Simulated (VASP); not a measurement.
Crystal: TiAl3.

```
CELL_PARAMETERS angstrom
2.81167 -0.01966 -0.01866
-0.03241 4.64216 -0.01009
-0.03220 -0.01056 4.93494
ATOMIC_POSITIONS crystal
Ti 0.97326 0.48855 0.17604
Al 0.50336 0.52369 0.67454
Al 0.47355 0.04187 0.30828
Al 0.00481 0.99692 0.84632
```

This cell differs from its parent crystal: atoms moved at random and the cell strained at random.

Base run:

```yaml
Program: VASP 6.6.1
Functional: r2SCAN
Potentials_or_basis: VASP PAW PBE potentials, release 64 (Ti_sv, Al)
Cutoff: 520 eV
k_mesh: 10 × 6 × 6
Occupations: gaussian, width 0.1 eV
Spin: no spin polarisation
```

Its results: band gap on the k mesh zero (an odd number of electrons rules out a gap without spin polarisation); pressure 1.3 GPa; largest force 2.132 eV/Å.

**Question.** After a change of settings the same cell gave: band gap on the k mesh zero (an odd number of electrons rules out a gap without spin polarisation); pressure -8.1 GPa; largest force 5.104 eV/Å. Which change was it?
A. k mesh from 10 × 6 × 6 to 1 × 1 × 1
B. k mesh from 10 × 6 × 6 to 6 × 4 × 4; further incar settings from ALGO = Normal; EDIFF = 1e-07; NBANDS = 18 to ALGO = Normal; EDIFF = 1e-06; NBANDS = 18
C. k mesh from 10 × 6 × 6 to 2 × 2 × 2
D. k mesh from 10 × 6 × 6 to 4 × 2 × 2

**Answer.** A.

Caveats: some runs use coarse meshes; the PAW data sets were made with another functional, which shifts forces and pressure a little.
